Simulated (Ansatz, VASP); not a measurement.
**AlGa3N4 in VASP and in Ansatz**

```
Al Ga N
1.0
     4.47102    0.05157    0.05157
     0.05157    4.47102    0.05157
     0.05157    0.05157    4.47102
Al Ga N
1 3 4
Direct
  0.00000 0.00000 0.00000
  0.50000 0.50000 0.00000
  0.50000 0.00000 0.50000
  0.00000 0.50000 0.50000
  0.75481 0.75481 0.24519
  0.75481 0.24519 0.75481
  0.24519 0.75481 0.75481
  0.24519 0.24519 0.24519
```

Change from the starting cell: equal engineering shear yz, xz and xy +0.0233, equal normal strain along x, y and z +0.0100.

Alike in both runs: task single point; functional LDA; k mesh 6 × 6 × 6; occupations gaussian, width 0.05 eV; no spin polarisation.

```csv
,VASP,Ansatz
version,VASP 6.6.1,Ansatz 0.2.0
potentials or method,"VASP PAW LDA potentials, release 64 (Al, Ga_d, N), cutoff 520 eV","scalar-relativistic, plane waves, PAW"
valence electrons in the cell,62,62
```

```tsv
	VASP	Ansatz	Ansatz less VASP
gap on the k mesh at the Fermi level (eV)	2.28	2.27	-0.008
least direct gap on the mesh (eV)	2.28	2.27	-0.008
pressure (GPa)	-4.4	-5.3	-0.93
traceless stress, the component that is largest in VASP (GPa)	-4.38	-4.31	+0.074
rms of the force components (eV/Å)	0.154	0.145	-0.0087
```

Ansatz warns that its potentials were made for another functional, while VASP's fit it. LDA's correlation is that of Perdew and Zunger in VASP and of Perdew and Wang (1992) in Ansatz. Atom by atom the forces differ by 0.014 eV/Å (rms over components).
